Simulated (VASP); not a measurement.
Runs of VASP 6.6.1 on P. The structure is that of space group P4/mmm (No. 123), or close to it. The cells are those of the table. 

```csv
cell,gap on the mesh (eV),pressure (GPa)
"a = 2.683, b = 2.683, c = 1.897 Å, 1 atom",none,41.7
"a = 2.760, b = 2.760, c = 1.794 Å, 1 atom",none,69.7
"a = 2.597, b = 2.597, c = 2.026 Å, 1 atom",none,(b)
"a = 2.088, b = 2.088, c = 3.133 Å, 1 atom",none,33.7
"a = 2.190, b = 2.190, c = 2.848 Å, 1 atom",none,15.7
"a = 2.524, b = 2.524, c = 2.145 Å, 1 atom",none,(a)
"a = 2.130, b = 2.130, c = 3.012 Å, 1 atom",none,(c)
"a = 2.250, b = 2.250, c = 2.700 Å, 1 atom",none,8.3
```

Alike in all rows: task single point; level PBEsol+D3(BJ); potentials or basis VASP PAW PBE potentials, release 64 (P); no spin polarisation; k mesh 28 × 28 × 28; cutoff (eV) 520; smearing gaussian 0.15 eV.

Fill in the values left out.

(a) 7.9; (b) 19.4; (c) 25.1.

Caveats: the PAW data sets were made with another functional, which shifts forces and pressure a little; pairwise dispersion overbinds metals, which lowers pressure and volume.

A gap of «none» marks levels without a gap at the run's occupations.
